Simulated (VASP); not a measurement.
A run of VASP 6.6.1:

INCAR

```
SYSTEM = SnSe
PREC = Accurate
ENCUT = 520
EDIFF = 1E-6
ISMEAR = 0
SIGMA = 0.05
LREAL = .FALSE.
LASPH = .TRUE.
NELM = 80
ALGO = Normal
ISIF = 2
LWAVE = .FALSE.
LCHARG = .TRUE.
GGA = CA
LELF = .TRUE.
LVHAR = .TRUE.
NBANDS = 50
```

KPOINTS

```
regular mesh
0
G
  6 6 6
  0 0 0
```

POSCAR

```
SnSe
1.0
    5.8932955401      0.0000000000      0.0000000000
    0.0000000000     -5.8932955401      0.0000000000
    0.0000000000      0.0000000000     -5.8932955401
Sn Se
4 4
Direct
    0.0000000000      0.0000000000      0.0000000000
    0.5000000000      0.5000000000      0.0000000000
    0.5000000000      0.0000000000      0.5000000000
    0.0000000000      0.5000000000      0.5000000000
    0.5000000000      0.0000000000     -0.0135747477
    0.0000000000      0.5000000000      0.0000000000
    0.0000000000      0.0000000000      0.5000000000
    0.5000000000      0.5000000000      0.5000000000
```

Potentials or basis: VASP PAW LDA potentials, release 64 (Sn_d, Se).

Command:

```bash
$ cat potpaw_LDA.64/Sn_d/POTCAR potpaw_LDA.64/Se/POTCAR > POTCAR
$ mpirun -np 1 vasp_std > vasp.out
```

Hardware: 1 thread of Intel Xeon 8259CL, with other jobs on the host.

Problem. Estimate the wall time of this run.

Solution. Run time: 8.7 min on 1 thread of Intel Xeon 8259CL, with other jobs on the host, peak memory 0.46 GiB. Counts: scf iterations 12, k points 40.
